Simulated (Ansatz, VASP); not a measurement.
**TiB: VASP beside Ansatz**

```
Ti B
1.0
     3.82963    0.00000    0.00000
    -1.91481    3.31655    0.00000
     0.00000    0.00000    4.41304
Ti B
2 2
Direct
  0.00000 0.00000 0.93750
  0.33333 0.66667 0.43750
  0.00000 0.00000 0.43750
  0.33333 0.66667 0.93750
```

Alike in both runs: functional PBEsol; k mesh 12 × 12 × 10; occupations gaussian, width 0.1 eV; no spin polarisation.

Ansatz relaxed the structure, and its values are those at the end. VASP's run is a single point on that final structure, the one shown.

|  | VASP | Ansatz |
| --- | --- | --- |
| version | VASP 6.6.1 | Ansatz 0.2.0 |
| potentials or method | VASP PAW PBE potentials, release 64 (Ti_sv, B), cutoff 520 eV | scalar-relativistic, plane waves, PAW |
| valence electrons in the cell | 30 | 30 |

|  | VASP | Ansatz | Ansatz less VASP |
| --- | --- | --- | --- |
| gap on the k mesh at the Fermi level (eV) | none | none | - |
| pressure (GPa) | 0.1 | 0.0 | -0.07 |

VASP's potentials were made for PBE, not for PBEsol. A gap of «none» marks a metal or a gap that the smearing closes. The functional is the same, so the differences come from potentials, cutoffs and numerics. Ansatz's warnings: structure snapped to symmetry.
